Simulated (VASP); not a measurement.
# Al (C2/m) in VASP: single point with PBE

Aim: the single point of Al with PBE.

Program: VASP 6.6.1. These are calculated values, not measurements. Logs are shortened: lines on timing, memory, paths and dates and some standing lists are left out, and cuts for length are marked.

### Step 1. The cell of the first run

It takes space group C2/m (No. 12, monoclinic). Conventional cell: a = 3.728 Å, b = 4.221 Å, c = 2.766 Å, α = 90.00°, β = 130.05°, γ = 90.00°. Within 3.6 Å of Al (site symmetry 2/m) lie 12 Al at 2.77 to 2.99 Å.

### Step 2. Single point, PBE

INCAR

```
SYSTEM = Al
  PREC = Accurate
  ENCUT = 520
  EDIFF = 1E-6
  ISMEAR = 0
  SIGMA = 0.1
  LREAL = .FALSE.
  LASPH = .TRUE.
  NELM = 100
  ALGO = Normal
  ISIF = 2
  LWAVE = .FALSE.
  LCHARG = .FALSE.
  GGA = PE
  NBANDS = 14
```

KPOINTS

```
Automatic mesh
0
G
  4 4 6
  0 0 0
```

POSCAR

```
Al
1.0
    4.1995849312      0.0000000000      0.5671477848
    0.0000000000      4.2212021814      0.0000000000
   -0.6450035247      0.0000000000      3.6717502507
Al
4
Direct
    0.7499624064      0.7499930396      0.5000604473
    0.2500375936      0.7499930396      0.9999395527
    0.2500375936      0.2500069604      0.4999395527
    0.7499624064      0.2500069604      0.0000604473
```

Potentials or basis: VASP PAW PBE potentials, release 64 (Al).

Command:

```console
$ cat potpaw_PBE.64/Al/POTCAR > POTCAR
$ mpirun -np 1 vasp_std > vasp.out
```

OUTCAR:

```text
SYSTEM = Al
   PREC = Accurate
   ENCUT = 520
   EDIFF = 1E-6
   ISMEAR = 0
   LREAL = .FALSE.
   LASPH = .TRUE.
   NELM = 100
   ISIF = 2
   GGA = PE

 ion  position               nearest neighbor table
   1  0.750  0.750  0.500-   2 2.77   2 2.77   4 2.82   4 2.82   4 2.82   4 2.82   2 2.88   2 2.88
                             3 2.99   3 2.99   3 2.99   3 2.99
   2  0.250  0.750  1.000-   1 2.77   1 2.77   3 2.82   3 2.82   3 2.82   3 2.82   1 2.88   1 2.88
                             4 2.99   4 2.99   4 2.99   4 2.99
   3  0.250  0.250  0.500-   4 2.77   4 2.77   2 2.82   2 2.82   2 2.82   2 2.82   4 2.88   4 2.88
                             1 2.99   1 2.99   1 2.99   1 2.99
   4  0.750  0.250  0.000-   3 2.77   3 2.77   1 2.82   1 2.82   1 2.82   1 2.82   3 2.88   3 2.88
                             2 2.99   2 2.99   2 2.99   2 2.99

  LATTYP: Found a simple monoclinic cell.
 ALAT       =     3.7279725657
 B/A-ratio  =     1.1323050551
 C/A-ratio  =     1.1367326493
 COS(beta)  =    -0.0396455056

  Lattice vectors:

 A1 = (  -0.6450035247,   0.0000000000,   3.6717502507)
 A2 = (   0.0000000000,  -4.2212021814,   0.0000000000)
 A3 = (   4.1995849312,   0.0000000000,   0.5671477848)

Analysis of symmetry for initial positions (statically):
=====================================================================
 Subroutine PRICEL returns:
 Original cell was already a primitive cell.

 Routine SETGRP: Setting up the symmetry group for a
 simple monoclinic supercell.

 Subroutine GETGRP returns: Found  4 space group operations
 (whereof  2 operations were pure point group operations)
 out of a pool of  4 trial point group operations.

The static configuration has the point symmetry S_2 .
 The point group associated with its full space group is C_2h.

Analysis of symmetry for dynamics (positions and initial velocities):
=====================================================================
 Subroutine PRICEL returns:
 Original cell was already a primitive cell.

 Routine SETGRP: Setting up the symmetry group for a
 simple monoclinic supercell.

 Subroutine GETGRP returns: Found  4 space group operations
 (whereof  2 operations were pure point group operations)
 out of a pool of  4 trial point group operations.

The dynamic configuration has the point symmetry S_2 .
 The point group associated with its full space group is C_2h.

 Subroutine INISYM returns: Found  4 space group operations
 (whereof  2 operations are pure point group operations),
 and found     1 'primitive' translations

----------------------------------------------------------------------------------------

[... 112 lines left out ...]
   EFERMI_NEDOS =   21; number of points for ismear=-14 and -15
   IALGO  =     38    algorithm
   IMIX   =      4    mixing-type and parameters
     AMIX     =   0.40;   BMIX     =  1.00
     AMIX_MAG =   1.60;   BMIX_MAG =  1.00
  volume/ion in A,a.u.               =      16.66       112.42
  Fermi-wavevector in a.u.,A,eV,Ry     =   0.924491  1.747034 11.628665  0.854683
  Thomas-Fermi vector in A             =   2.050242
   LORBIT       =      0    0 simple, 1 ext, 2 COOP (PROOUT), +10 PAW based schemes
   GGA     = PE    functional components
   LHFCALC =     F    Hartree Fock is set to
   AEXX    =    0.0000 exact exchange contribution
   IVDW    =     0    specifies the selected vdW correction
   LEPSILON=     F    determine dielectric tensor
   LRPA    =     F    only Hartree local field effects (RPA)
 non-spin polarized calculation
 Gauss-broadening in eV      SIGMA  =   0.10
  energy-cutoff  :      520.00
  volume of cell :       66.63
 maximum number of plane-waves:      1814
   NGX = 15   NGY = 15   NGZ = 13

 number of electron      12.0000000 magnetization

 Free energy of the ion-electron system (eV)
  ---------------------------------------------------
  ext. energy  EPLUGINS =         0.00000000
  ---------------------------------------------------
  free energy    TOTEN  =       -15.01588910 eV

  energy without entropy =      -15.01351798  energy(sigma->0) =      -15.01470354

 E-fermi :   7.8671     XC(G=0): -10.1621

 val. band max:        7.7800833394   @ k =  -0.0000   0.5000   0.1667
 cond. band min:       7.9298680262   @ k =   0.5000   0.0000   0.1667
 fundamental gap:      0.1497846868
 Fermi energy:         7.8671168748

 k-point     1 :       0.0000    0.0000    0.0000
  band No.  band energies     occupation
      1      -3.1677      2.00000
      2       4.4120      2.00000
      3       4.4554      2.00000
      4       5.4279      2.00000
      5       5.4850      2.00000
      6       6.3821      2.00000
      7       8.0896      0.00165
      8      11.9772      0.00000
      9      12.0034      0.00000
     10      12.2460      0.00000
     11      13.5271      0.00000
     12      13.7313      0.00000
     13      13.8662      0.00000
     14      14.0310      0.00000
[... 377 lines left out ...]
      1      -0.0750      2.00000
      2       0.1665      2.00000
      3       3.2444      2.00000
      4       3.7037      2.00000
      5       7.3415      2.00000
      6       7.5709      1.99997
      7       8.5057      0.00000
      8       8.7852      0.00000
      9      10.5119      0.00000
     10      10.9722      0.00000
     11      11.6599      0.00000
     12      12.1365      0.00000
     13      15.2842      0.00000
     14      16.0023      0.00000

 [... further k-points ...]

------------------------ aborting loop because EDIFF is reached ----------------------------------------

  FORCE on cell =-STRESS in cart. coord.  units (eV):
  Direction    XX          YY          ZZ          XY          YZ          ZX
  --------------------------------------------------------------------------------------
  -------------------------------------------------------------------------------------
  Total        0.0375957      0.0245583      0.0331814      0.0000000      0.0000000     -0.0054087
  in kB        0.9039629      0.5904881      0.7978229      0.0000000      0.0000000     -0.1300493
  external PRESSURE =       0.7640913 kB  Pullay stress =       0.0000000 kB

 VOLUME and BASIS-vectors are now :
 -----------------------------------------------------------------------------
  energy-cutoff  :      520.00
  volume of cell :       66.63
      direct lattice vectors                 reciprocal lattice vectors
     4.199584931  0.000000000  0.567147785     0.232600668  0.000000000  0.040860146
     0.000000000  4.221202181  0.000000000     0.000000000  0.236899337  0.000000000
    -0.645003525  0.000000000  3.671750251    -0.035928085  0.000000000  0.266038317

 POSITION                                       TOTAL-FORCE (eV/Angst)
 -----------------------------------------------------------------------------------
      2.82699      3.16587      2.26144         0.000614      0.000310     -0.000805
      0.40509      3.16587      3.81334        -0.000614      0.000310      0.000805
      0.72759      1.05533      1.97746        -0.000614     -0.000310      0.000805
      3.14949      1.05533      0.42556         0.000614     -0.000310     -0.000805
 -----------------------------------------------------------------------------------
    total drift:                               -0.000000     -0.000000     -0.000000

  FREE ENERGIE OF THE ION-ELECTRON SYSTEM (eV)
  ---------------------------------------------------
  free  energy   TOTEN  =       -15.0158891025 eV

  energy  without entropy=      -15.0135179761  energy(sigma->0) =      -15.01470354
```

OSZICAR:

```text
N       E                     dE             d eps       ncg     rms          rms(c)
DAV:   1     0.632071445398E+01    0.63207E+01   -0.42866E+03  1176   0.683E+02
DAV:   2    -0.143910199551E+02   -0.20712E+02   -0.19113E+02  1530   0.862E+01
DAV:   3    -0.151000469034E+02   -0.70903E+00   -0.70428E+00  1530   0.129E+01
DAV:   4    -0.151046924672E+02   -0.46456E-02   -0.46453E-02  1380   0.136E+00
DAV:   5    -0.151047469045E+02   -0.54437E-04   -0.54437E-04  1556   0.153E-01    0.254E+00
DAV:   6    -0.150530496443E+02    0.51697E-01   -0.62176E-03  1320   0.446E-01    0.147E+00
DAV:   7    -0.150160157029E+02    0.37034E-01   -0.17346E-02  1314   0.699E-01    0.249E-01
DAV:   8    -0.150158963391E+02    0.11936E-03   -0.17943E-04  1556   0.824E-02    0.145E-02
DAV:   9    -0.150158913032E+02    0.50359E-05   -0.42948E-06  1422   0.107E-02    0.370E-03
DAV:  10    -0.150158898671E+02    0.14360E-05   -0.64208E-08   966   0.178E-03    0.226E-03
DAV:  11    -0.150158891025E+02    0.76465E-06   -0.78905E-09   756   0.561E-04
   1 F= -.15015889E+02 E0= -.15014704E+02  d E =-.237113E-02
```

Wall time 9.8 s (1 thread of Intel Xeon 6975P-C (Granite Rapids), shared host); peak memory 0.17 GiB.

Results:

```
Free energy            : -15.0159 eV
Pressure               : 0.1 GPa
Band gap on the k mesh : zero (band 6 reaches 10.08 eV, above the bottom of band 7 at 3.85 eV)
```

Caveat: the k points lie up to 0.37 Å⁻¹ apart.
